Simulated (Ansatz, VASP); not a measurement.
MnO in VASP and in Ansatz

File INCAR:

```
ALGO     = Normal         # electronic algorithm
EDIFF    = 1E-6           # SCF threshold, eV
ENCUT    = 520            # plane-wave cutoff, eV
GGA      = CA             # functional
ISIF     = 2              # what is computed and relaxed
ISMEAR   = 0              # smearing method
ISPIN    = 2              # spin polarisation
LASPH    = T              # aspherical terms in the spheres
LCHARG   = F              # write CHGCAR
LDAU     = T              # DFT+U
LDAUJ    = 0.7 0        
LDAUL    = 2 -1           # shell
LDAUPRINT= 1            
LDAUTYPE = 1            
LDAUU    = 4 0            # U, eV
LMAXMIX  = 4              # l up to which the mixer works
LORBIT   = 11             # projections on sites
LREAL    = F              # projectors in reciprocal space
LWAVE    = F              # write WAVECAR
MAGMOM   = 4.66 0.24      # initial moments
NBANDS   = 20             # bands
NELM     = 150            # most SCF steps
PREC     = Accurate       # precision mode
SIGMA    = 0.05           # smearing width, eV
```

File KPOINTS:

```
k-points
0
Gamma
  7 7 7
```

POSCAR

```
MnO
1.0
    0.0000000000      2.2220003300      2.2220003300
    2.2220003300      0.0000000000      2.2220003300
    2.2220003300      2.2220003300      0.0000000000
Mn O
1 1
Direct
    0.0000000000      0.0000000000      0.0000000000
    0.5000000000      0.5000000000      0.5000000000
```

Input for Ansatz:

```yaml
crystal:
  lattice:
    - [0.0, 2.22200033, 2.22200033]
    - [2.22200033, 0.0, 2.22200033]
    - [2.22200033, 2.22200033, 0.0]
  atoms:
    - { symbol: Mn, position: [0.0, 0.0, 0.0], spin: 5.0 }
    - { symbol: O, position: [0.5, 0.5, 0.5] }
basis:
  ecutwfc: 420
  ecutrho_ratio: 4
kpoints:
  mp_grid: { grid: [7, 7, 7] }
hamiltonian:
  xc: lda
  hubbard:
    sites:
      - { site: 0, l: d, u: 4.0, j: 0.7, starting_ns: [{ spin: up, occupation_matrix: s0up }, { spin: down, occupation_matrix: s0down }] }
    occupation_matrices:
      s0up:
        matrix:
          - [0.97, 0.0, 0.0, 0.0, 0.0]
          - [0.0, 0.97, 0.0, 0.0, 0.0]
          - [0.0, 0.0, 0.97, 0.0, 0.0]
          - [0.0, 0.0, 0.0, 0.97, 0.0]
          - [0.0, 0.0, 0.0, 0.0, 0.97]
      s0down:
        matrix:
          - [0.02, 0.0, 0.0, 0.0, 0.0]
          - [0.0, 0.02, 0.0, 0.0, 0.0]
          - [0.0, 0.0, 0.02, 0.0, 0.0]
          - [0.0, 0.0, 0.0, 0.02, 0.0]
          - [0.0, 0.0, 0.0, 0.0, 0.02]
    ns_hold: { iters: 10 }
scf:
  occupations: { method: gaussian, width: 0.05 }
  lower_state_search: "off"
  max_iter: 150
output:
  forces: true
  stress: true
  eigenvalues: true
  populations: true
  hubbard: { sites: [{ site: 0, l: d }] }
  write_density: true
  write_potential: true
  elf: true
  volumetric_format: npy
magnetization:
  spin_polarized: true
```

Alike in both runs: task single point; functional LDA; k mesh 7 × 7 × 7; occupations gaussian, width 0.05 eV; collinear spin; Hubbard terms Mn d U = 4.0 eV, J = 0.7 eV.

|  | VASP | Ansatz |
| --- | --- | --- |
| version | VASP 6.6.1 | Ansatz 0.2.0 |
| potentials or method | VASP PAW LDA potentials, release 64 (Mn_pv, O), cutoff 520 eV | scalar-relativistic, plane waves, PAW |
| valence electrons in the cell | 19 | 21 |

Ansatz gave:

* gap on the k mesh at the Fermi level (eV): 0.10
* least direct gap on the mesh (eV): 2.60
* pressure (GPa): -3.9
* net moment per atom (μB): 2.50
* size of the moment on the site where the two differ most (μB): 4.24

Q: What did VASP give for the same quantities?

A: gap on the k mesh at the Fermi level (eV): 0.16; least direct gap on the mesh (eV): 2.73; pressure (GPa): -5.3; net moment per atom (μB): 2.50; size of the moment on the site where the two differ most (μB): 4.56.

LDA's correlation is that of Perdew and Zunger in VASP and of Perdew and Wang (1992) in Ansatz. Site moments also hang on the region over which each program counts them. The programs project onto different local orbitals, so the same U acts differently, and such runs can settle in different states. VASP's potentials hold 19 valence electrons a cell and Ansatz's 21, so a difference there can come from the potentials and not from the codes.
